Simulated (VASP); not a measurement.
# SrO (Pm-3m) in VASP: notebook, part 2 of 2

VASP 6.6.1. The steps go on from the part before.

## Step 3: Single point, LDA

This run uses another cell than the first one, of 14.04 Å³/atom.

INCAR

```
SYSTEM = SrO
PREC     = Accurate       ! precision mode
ENCUT    = 1340           ! plane-wave cutoff, eV
EDIFF    = 1E-6           ! SCF threshold, eV
ISMEAR   = -1             ! smearing method
SIGMA    = 0.02           ! smearing width, eV
LREAL    = .FALSE.        ! projectors in reciprocal space
LASPH    = .TRUE.         ! aspherical terms in the spheres
NELM     = 120            ! most SCF steps
ALGO     = Normal         ! electronic algorithm
ISIF     = 2              ! what is computed and relaxed
LWAVE    = .FALSE.        ! write WAVECAR
LCHARG   = .FALSE.        ! write CHGCAR
GGA      = CA             ! functional
NBANDS   = 15             ! bands
GGA_COMPAT= .FALSE.
```

KPOINTS

```
Automatic mesh
0
G
  8 8 8
  0 0 0
```

POSCAR

```
SrO
1.0
    3.0397233810      0.0000000000      0.0000000000
    0.0000000000      3.0397233810      0.0000000000
    0.0000000000      0.0000000000      3.0397233810
Sr O
1 1
Direct
    0.0000000000      0.0000000000      0.0000000000
    0.5000000000      0.5000000000      0.5000000000
```

Potentials or basis: VASP PAW LDA potentials, release 64 (Sr_sv, O_h).

On the command line:

```sh
cat potpaw_LDA.64/Sr_sv/POTCAR potpaw_LDA.64/O_h/POTCAR > POTCAR
mpirun -np 1 vasp_std > vasp.out
```

OUTCAR:

```text
SYSTEM = SrO
   PREC = Accurate
   ENCUT = 1340
   EDIFF = 1E-6
   ISMEAR = -1
   LREAL = .FALSE.
   LASPH = .TRUE.
   NELM = 120
   ISIF = 2
   GGA = CA

 ion  position               nearest neighbor table
   1  0.000  0.000  0.000-   2 2.63   2 2.63   2 2.63   2 2.63   2 2.63   2 2.63   2 2.63   2 2.63

   2  0.500  0.500  0.500-   1 2.63   1 2.63   1 2.63   1 2.63   1 2.63   1 2.63   1 2.63   1 2.63

  LATTYP: Found a simple cubic cell.
 ALAT       =     3.0397233810

  Lattice vectors:

 A1 = (   3.0397233810,   0.0000000000,   0.0000000000)
 A2 = (   0.0000000000,   3.0397233810,   0.0000000000)
 A3 = (   0.0000000000,   0.0000000000,   3.0397233810)

Analysis of symmetry for initial positions (statically):
=====================================================================
 Subroutine PRICEL returns:
 Original cell was already a primitive cell.

 Routine SETGRP: Setting up the symmetry group for a
 simple cubic supercell.

 Subroutine GETGRP returns: Found 48 space group operations
 (whereof 48 operations were pure point group operations)
 out of a pool of 48 trial point group operations.

The static configuration has the point symmetry O_h .

Analysis of symmetry for dynamics (positions and initial velocities):
=====================================================================
 Subroutine PRICEL returns:
 Original cell was already a primitive cell.

 Routine SETGRP: Setting up the symmetry group for a
 simple cubic supercell.

 Subroutine GETGRP returns: Found 48 space group operations
 (whereof 48 operations were pure point group operations)
 out of a pool of 48 trial point group operations.

The dynamic configuration has the point symmetry O_h .

 Subroutine INISYM returns: Found 48 space group operations
 (whereof 48 operations are pure point group operations),
 and found     1 'primitive' translations

----------------------------------------------------------------------------------------

                                     Primitive cell

  volume of cell :      28.0868

  direct lattice vectors                    reciprocal lattice vectors
     3.039723381  0.000000000  0.000000000     0.328977303  0.000000000  0.000000000
     0.000000000  3.039723381  0.000000000     0.000000000  0.328977303  0.000000000
     0.000000000  0.000000000  3.039723381     0.000000000  0.000000000  0.328977303

  length of vectors
     3.039723381  3.039723381  3.039723381     0.328977303  0.328977303  0.328977303

  position of ions in fractional coordinates (direct lattice)
     0.000000000  0.000000000  0.000000000
     0.500000000  0.500000000  0.500000000

  ion indices of the primitive-cell ions
   primitive index   ion index
                 1           1
                 2           2

----------------------------------------------------------------------------------------

 KPOINTS: Automatic mesh

Automatic generation of k-mesh.
 Grid dimensions read from file:
 generate k-points for:    8    8    8

 Generating k-lattice:

  Cartesian coordinates                     Fractional coordinates (reciprocal lattice)
     0.041122163  0.000000000  0.000000000     0.125000000  0.000000000  0.000000000
     0.000000000  0.041122163  0.000000000     0.000000000  0.125000000  0.000000000
     0.000000000  0.000000000  0.041122163     0.000000000  0.000000000  0.125000000

  Length of vectors
     0.041122163  0.041122163  0.041122163

  Shift w.r.t. Gamma in fractional coordinates (k-lattice)
     0.000000000  0.000000000  0.000000000

 Subroutine IBZKPT returns following result:
 ===========================================

 Found     35 irreducible k-points:

 Following reciprocal coordinates:
            Coordinates               Weight
  0.000000  0.000000  0.000000      1.000000
  0.125000  0.000000  0.000000      6.000000
  0.250000  0.000000  0.000000      6.000000
  0.375000  0.000000  0.000000      6.000000
  0.500000  0.000000  0.000000      3.000000
  0.125000  0.125000  0.000000     12.000000
[... 16 lines left out ...]
  0.375000  0.375000  0.125000     24.000000
  0.500000  0.375000  0.125000     24.000000
 [... further k-points ...]
   k-points           NKPTS =     35   k-points in BZ     NKDIM =     35   number of bands    NBANDS=     15
   number of dos      NEDOS =    301   number of ions     NIONS =      2
   total plane-waves  NPLWV =  46656
   dimension x,y,z NGX =    36 NGY =   36 NGZ =   36
   dimension x,y,z NGXF=    72 NGYF=   72 NGZF=   72
   ions per type =               1   1
   NGX,Y,Z   is equivalent  to a cutoff of  19.69, 19.69, 19.69 a.u.
   NGXF,Y,Z  is equivalent  to a cutoff of  39.38, 39.38, 39.38 a.u.
 SYSTEM =  SrO
   PREC   = accura    normal or accurate (medium, high low for compatibility)
   ISTART =      0    job   : 0-new  1-cont  2-samecut
   ICHARG =      2    charge: 1-file 2-atom 10-const
   ISPIN  =      1    spin polarized calculation?
   LNONCOLLINEAR =      F non collinear calculations
   LSORBIT =      F    spin-orbit coupling
   LASPH  =      T    aspherical Exc in radial PAW
   ENCUT  = 1340.0 eV  98.49 Ry    9.92 a.u.   9.07  9.07  9.07*2*pi/ulx,y,z
   NELM   =    120;   NELMIN=  2; NELMDL= -5     # of ELM steps
   EDIFF  = 0.1E-05   stopping-criterion for ELM
   LREAL  =      F    real-space projection
   EDIFFG = 0.1E-04   stopping-criterion for IOM
   NSW    =      0    number of steps for IOM
   IBRION =     -1    ionic relax: 0-MD 1-quasi-New 2-CG
   NFREE  =      0    steps in history (QN), initial steepest desc. (CG)
   ISIF   =      2    stress and relaxation
   ISYM   =      2    0-nonsym 1-usesym 2-fastsym
   POTIM  = 0.5000    time-step for ionic-motion
   TEBEG  =    0.0;   TEEND  =   0.0 temperature during run
   PSTRESS=    0.0 pullay stress
   NELECT =      16.0000    total number of electrons
   NUPDOWN=      -1.0000    fix difference up-down
   EMIN   =  10.00;   EMAX   =-10.00  energy-range for DOS
   EFERMI =   0.00;   METHOD = LEGACY
   ISMEAR =    -1;   SIGMA  =   0.02  broadening in eV -4-tet -1-fermi 0-gaus
   EFERMI_NEDOS =   21; number of points for ismear=-14 and -15
   IALGO  =     38    algorithm
   IMIX   =      4    mixing-type and parameters
     AMIX     =   0.40;   BMIX     =  1.00
     AMIX_MAG =   1.60;   BMIX_MAG =  1.00
  volume/ion in A,a.u.               =      14.04        94.77
  Fermi-wavevector in a.u.,A,eV,Ry     =   1.357107  2.564560 25.058386  1.841739
  Thomas-Fermi vector in A             =   2.484053
   LORBIT       =      0    0 simple, 1 ext, 2 COOP (PROOUT), +10 PAW based schemes
   GGA     = CA    functional components
   LHFCALC =     F    Hartree Fock is set to
   AEXX    =    0.0000 exact exchange contribution
   IVDW    =     0    specifies the selected vdW correction
   LEPSILON=     F    determine dielectric tensor
   LRPA    =     F    only Hartree local field effects (RPA)
 non-spin polarized calculation
  energy-cutoff  :     1340.00
  volume of cell :       28.09
 maximum number of plane-waves:      3178
   NGX = 19   NGY = 19   NGZ = 19

 number of electron      15.9999999 magnetization

 Free energy of the ion-electron system (eV)
  ---------------------------------------------------
  ext. energy  EPLUGINS =         0.00000000
  ---------------------------------------------------
  free energy    TOTEN  =       -12.69030961 eV

  energy without entropy =      -12.69030961  energy(sigma->0) =      -12.69030961

 E-fermi :   3.9322     XC(G=0): -11.6130

 val. band max:        3.4725808467   @ k =   0.5000   0.5000   0.0000
 cond. band min:       6.0522242708   @ k =   0.0000   0.0000   0.0000
 fundamental gap:      2.5796434241
 Fermi energy:         3.9322390852

 k-point     1 :       0.0000    0.0000    0.0000
  band No.  band energies     occupation
      1     -29.9877      2.00000
      2     -12.0164      2.00000
      3     -11.1074      2.00000
      4     -11.1074      2.00000
      5     -11.1074      2.00000
      6       3.4576      2.00000
      7       3.4576      2.00000
      8       3.4576      2.00000
      9       6.0522      0.00000
     10       6.0522      0.00000
     11       8.7349      0.00000
     12      14.5925      0.00000
     13      14.5925      0.00000
     14      14.5925      0.00000
     15      23.6636      0.00000
[... 397 lines left out ...]
 k-point    24 :       0.5000    0.3750    0.1250
  band No.  band energies     occupation
      1     -29.4363      2.00000
      2     -13.1714      2.00000
      3     -12.5365      2.00000
      4     -11.1951      2.00000
      5     -10.9739      2.00000
      6       1.7878      2.00000
      7       1.8740      2.00000
      8       2.9451      2.00000
      9       8.6910      0.00000
     10       9.2164      0.00000
     11      11.6818      0.00000
     12      11.6959      0.00000
     13      14.9148      0.00000
     14      18.1421      0.00000
     15      19.5496      0.00000

 [... further k-points ...]
[... 5 lines left out ...]
  --------------------------------------------------------------------------------------
  -------------------------------------------------------------------------------------
  Total        0.1999074      0.1999074      0.1999074     -0.0000000      0.0000000     -0.0000000
  in kB       11.4034773     11.4034773     11.4034773     -0.0000000      0.0000000     -0.0000000
  external PRESSURE =      11.4034773 kB  Pullay stress =       0.0000000 kB

 VOLUME and BASIS-vectors are now :
 -----------------------------------------------------------------------------
  energy-cutoff  :     1340.00
  volume of cell :       28.09
      direct lattice vectors                 reciprocal lattice vectors
     3.039723381  0.000000000  0.000000000     0.328977303  0.000000000  0.000000000
     0.000000000  3.039723381  0.000000000     0.000000000  0.328977303  0.000000000
     0.000000000  0.000000000  3.039723381     0.000000000  0.000000000  0.328977303

 POSITION                                       TOTAL-FORCE (eV/Angst)
 -----------------------------------------------------------------------------------
      0.00000      0.00000      0.00000         0.000000      0.000000      0.000000
      1.51986      1.51986      1.51986         0.000000      0.000000      0.000000
 -----------------------------------------------------------------------------------
    total drift:                                0.000000      0.000000      0.000000

  FREE ENERGIE OF THE ION-ELECTRON SYSTEM (eV)
  ---------------------------------------------------
  free  energy   TOTEN  =       -12.6903096059 eV

  energy  without entropy=      -12.6903096059  energy(sigma->0) =      -12.69030961
```

It took 31 s on 1 thread of AMD EPYC 7R43 (Zen 3), shared host; peak memory 0.19 GiB.

Results:

| Quantity | Value |
| --- | --- |
| Free energy | -12.6903 eV |
| Pressure | 1.1 GPa |
| Band gap on the k mesh | 2.58 eV (least direct gap 2.59 eV) |

Levels at points of the mesh, in eV from the valence-band top:
```csv
k point,band 5,band 6,band 7,band 8,band 9,band 10,band 11,band 12
"(0.00, 0.00, 0.00)",-14.58,-0.02,-0.02,-0.02,2.58,2.58,5.26,11.12
"(0.50, 0.00, 0.00)",-13.35,-3.17,-0.74,-0.74,3.83,7.77,9.82,9.82
"(0.50, 0.50, 0.00)",-14.12,-1.19,-1.19,0.00,4.21,4.75,7.81,7.81
"(0.50, 0.50, 0.50)",-14.67,-3.27,-3.27,-3.27,8.75,8.75,8.75,14.23
```

Caveat: the structure was generated, so it needn't be the stable form of SrO. A k mesh can miss the band edges.

## Step 4: Single point, PBE0

POSCAR

```
SrO
1.0
    3.1028650670      0.0000000000      0.0000000000
    0.0000000000      3.1028650670      0.0000000000
    0.0000000000      0.0000000000      3.1028650670
Sr O
1 1
Direct
    0.0000000000      0.0000000000      0.0000000000
    0.5000000000      0.5000000000      0.5000000000
```

INCAR.step1

```
SYSTEM = SrO
ALGO = Normal
EDIFF = 1E-5
ENCUT = 520
GGA = PE
ISIF = 2
ISMEAR = 0
LASPH = .True.
LCHARG = .False.
LREAL = .False.
LWAVE = .True.
NBANDS = 15
NELM = 80
PREC = Accurate
SIGMA = 0.01
```

INCAR.step2

```
SYSTEM = SrO
AEXX = 0.25
ALGO = Normal
EDIFF = 1E-7
ENCUT = 520
GGA = PE
ISIF = 2
ISMEAR = 0
ISTART = 1
LASPH = .True.
LCHARG = .False.
LHFCALC = .True.
LREAL = .False.
LWAVE = .False.
NBANDS = 15
NELM = 80
PREC = Accurate
PRECFOCK = Normal
SIGMA = 0.01
```

KPOINTS

```
k-points
0
Gamma
  6 6 6
  0 0 0
```

Potentials or basis: VASP PAW PBE potentials, release 64 (Sr_sv, O).

On the command line:

```sh
cat potpaw_PBE.64/Sr_sv/POTCAR potpaw_PBE.64/O/POTCAR > POTCAR
cp INCAR.step1 INCAR
mpirun -np 1 vasp_std > vasp.out
cp INCAR.step2 INCAR
mpirun -np 1 vasp_std > vasp.out
```

It took 54 min on 1 thread of Intel Xeon 8259CL, shared host; peak memory 0.17 GiB.

It converged, with:

```
Free energy            : -13.9505 eV
Pressure               : 0.4 GPa
Band gap on the k mesh : 5.01 eV (least direct gap 5.09 eV)
```

Levels at points of the mesh, in eV from the valence-band top:
```
           k point  band 5  band 6  band 7  band 8  band 9  band 10  band 11  band 12
(0.00, 0.00, 0.00)  -15.80   -0.08   -0.08   -0.08    5.01     5.01     7.01    13.26
(0.50, 0.00, 0.00)  -14.97   -3.21   -0.71   -0.71    6.29     9.97    12.03    12.03
(0.50, 0.50, 0.00)  -15.40   -1.36   -1.36    0.00    6.51     6.89    10.06    10.06
(0.50, 0.50, 0.50)  -16.49   -3.19   -3.19   -3.19   10.98    10.98    10.98    16.22
```

Caveat: the structure was generated, so it needn't be the stable form of SrO; the PAW data sets were made with another functional, which shifts forces and pressure a little. A k mesh can miss the band edges.

## Step 5: Overview

```tsv
level	potentials or basis	cell	k mesh	cutoff (eV)	smearing	grid for exact exchange (PRECFOCK)	share of exact exchange	screening parameter	gap on the mesh (eV)	pressure (GPa)
HSE06	VASP PAW PBE potentials, release 64 (Sr_sv, O)	a = 3.103 Å, 2 atoms	6 × 6 × 6	520	gaussian 0.01 eV	Normal	0.25	0.2079 1/Å	4.27	0.5
LDA	VASP PAW LDA potentials, release 64 (Sr_sv, O_h)	a = 3.040 Å, 2 atoms	8 × 8 × 8	1340	fermi-dirac 0.02 eV	-	-	-	2.58	1.1
PBE0	VASP PAW PBE potentials, release 64 (Sr_sv, O)	a = 3.103 Å, 2 atoms	6 × 6 × 6	520	gaussian 0.01 eV	Normal	0.25	-	5.01	0.4
```

Alike in all rows: task single point; no spin polarisation.

Caveats: the structure was generated, so it needn't be the stable form of SrO; the PAW data sets were made with another functional, which shifts forces and pressure a little (at least some runs).

Absolute energies hang on the potentials; compare differences alone.
